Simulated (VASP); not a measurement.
A run of VASP 6.6.1:

The input INCAR:

```
SYSTEM = Bi
ALGO = Normal ; EDIFF = 1E-6
ENCUT = 500 ; GGA = PE
GGA_COMPAT = .FALSE. ; ISIF = 2
ISMEAR = 0 ; LASPH = .TRUE.
LCHARG = .TRUE. ; LELF = .TRUE.
LREAL = .FALSE. ; LVHAR = .TRUE.
LWAVE = .FALSE. ; NBANDS = 54
NELM = 120 ; PREC = Accurate
SIGMA = 0.1
```

Contents of KPOINTS:

```
k-points
0
G
  2 2 6
  0 0 0
```

POSCAR

```
Bi
1.0
    8.3791433424      0.0000000000      0.0000000000
    0.0000000000      8.3791433424      0.0000000000
    0.0000000000      0.0000000000      3.2499621980
Bi
6
Direct
    0.1319316980      0.3680683020      0.0000000000
    0.3680683020      0.8680683020      0.0000000000
    0.8680683020      0.6319316980      0.0000000000
    0.6319316980      0.1319316980      0.0000000000
    0.0000000000      0.0000000000      0.0000000000
    0.5000000000      0.5000000000      0.0000000000
```

Potentials or basis: VASP PAW PBE potentials, release 64 (Bi_d).

Run with:

```bash
$ cat potpaw_PBE.64/Bi_d/POTCAR > POTCAR
$ mpirun -np 1 vasp_std > vasp.out
```

Hardware: 1 thread of AMD EPYC 7R13 Processor (Zen 3) (shared host).

Question: How long does it take, and how much memory?

Answer: Wall time 100 s on 1 thread of AMD EPYC 7R13 Processor (Zen 3) (shared host), peak memory 0.3 GiB. Counts: scf iterations 12, k points 12.
